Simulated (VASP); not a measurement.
Runs of VASP 6.6.1 on BN. The structure is that of space group F-43m (No. 216), or close to it. The cells are those of the table. 

```tsv
cell	k mesh	smearing	gap on the mesh (eV)	pressure (GPa)
a = 2.527, b = 2.527, c = 2.552 Å, angles 59.7, 59.7, 60.7°, 2 atoms	12 × 12 × 12	fermi-dirac 0.02 eV	4.12	13.2
a = 2.514, b = 2.514, c = 2.552 Å, angles 59.5, 59.5, 61.0°, 2 atoms	12 × 12 × 12	fermi-dirac 0.02 eV	3.95	(a)
a = 2.565, b = 2.565, c = 2.552 Å, angles 60.2, 60.2, 59.7°, 2 atoms	6 × 6 × 6	gaussian 0.01 eV	4.36	1.2
a = 2.578, b = 2.578, c = 2.552 Å, angles 60.3, 60.3, 59.3°, 2 atoms	6 × 6 × 6	gaussian 0.01 eV	(c)	(b)
a = 2.514, b = 2.514, c = 2.552 Å, angles 59.5, 59.5, 61.0°, 2 atoms	6 × 6 × 6	gaussian 0.01 eV	3.94	17.7
```

Alike in all rows: task single point; level PBE; potentials or basis VASP PAW PBE potentials, release 64 (B, N); no spin polarisation; cutoff (eV) 520.

Q: Estimate the missing entries.

A: (a) 17.6; (b) -2.4; (c) 4.26.

Caveats: some runs use coarse meshes.

A k mesh can miss the band edges.
